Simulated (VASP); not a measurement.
A run of VASP 6.6.1:

The input POSCAR:

```
SiC
1.0
    3.0753562455      0.0000000000      0.0000000000
   -1.5376781227      2.6633366343      0.0000000000
    0.0000000000      0.0000000000      5.0481081005
Si C
2 2
Direct
    0.3333333333      0.6666666667     -0.0004084047
    0.6666666667      0.3333333333      0.4995915953
    0.3333333333      0.6666666667      0.3754084047
    0.6666666667      0.3333333333      0.8754084047
```

Contents of INCAR.step1:

```
SYSTEM = SiC
  ALGO = Normal
  EDIFF = 1E-5
  ENCUT = 520
  GGA = PE
  ISIF = 2
  ISMEAR = 0
  LASPH = .TRUE.
  LCHARG = .FALSE.
  LREAL = .FALSE.
  LWAVE = .TRUE.
  NBANDS = 16
  NELM = 100
  PREC = Accurate
  SIGMA = 0.01
```

INCAR.step2

```
SYSTEM = SiC
  ALGO = Normal
  EDIFF = 1E-6
  ENCUT = 520
  GGA = PE
  HFSCREEN = 0.2079
  ISIF = 2
  ISMEAR = 0
  ISTART = 1
  LASPH = .TRUE.
  LCHARG = .FALSE.
  LHFCALC = .TRUE.
  LREAL = .FALSE.
  LWAVE = .FALSE.
  NBANDS = 16
  NELM = 100
  PREC = Accurate
  PRECFOCK = Normal
  SIGMA = 0.01
```

Contents of KPOINTS:

```
k-points
0
G
  6 6 4
  0 0 0
```

Potentials or basis: VASP PAW PBE potentials, release 64 (Si, C).

Command:

```console
$ cat potpaw_PBE.64/Si/POTCAR potpaw_PBE.64/C/POTCAR > POTCAR
$ cp INCAR.step1 INCAR
$ mpirun -np 1 vasp_std > vasp.out
$ cp INCAR.step2 INCAR
$ mpirun -np 1 vasp_std > vasp.out
```

Hardware: 1 thread of Intel Xeon 8259CL (shared host).

Q: How long does it take, and how much memory?

A: Run time: 39 min on 1 thread of Intel Xeon 8259CL, on a shared host, peak memory 0.27 GiB. Counts: k points 21.
